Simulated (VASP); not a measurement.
Input of a VASP 6.6.1 run:

Contents of INCAR:

```
SYSTEM = Cs
PREC = Accurate ; ENCUT = 520
EDIFF = 1E-6 ; ISMEAR = 0
SIGMA = 0.05 ; LREAL = .False.
LASPH = .True. ; NELM = 80
ALGO = Fast ; ISIF = 2
LWAVE = .False. ; LCHARG = .False.
GGA = PE ; NBANDS = 16
```

The input KPOINTS:

```
regular mesh
0
Gamma
  9 9 4
  0 0 0
```

Contents of POSCAR:

```
Cs
1.0
    5.7806022707      0.0000000000      0.0000000000
   -2.8903011353      5.0061484157      0.0000000000
    0.0000000000      0.0000000000      9.6149194784
Cs
2
Direct
    0.3333333300      0.6666666700      0.2500000000
    0.6666666700      0.3333333300      0.7500000000
```

Potentials or basis: VASP PAW PBE potentials, release 64 (Cs_sv).

Command:

```console
$ cat potpaw_PBE.64/Cs_sv/POTCAR > POTCAR
$ mpirun -np 1 vasp_std > vasp.out
```

**Question.** Predict the band gap on the k mesh.

**Answer.** Zero (bands 9 and 10 overlap by 1.79 eV).

**Question.** Estimate the pressure.

**Answer.** -0.3 GPa.

Caveat: spin-orbit coupling is left out, which moves the levels of the heavy elements.
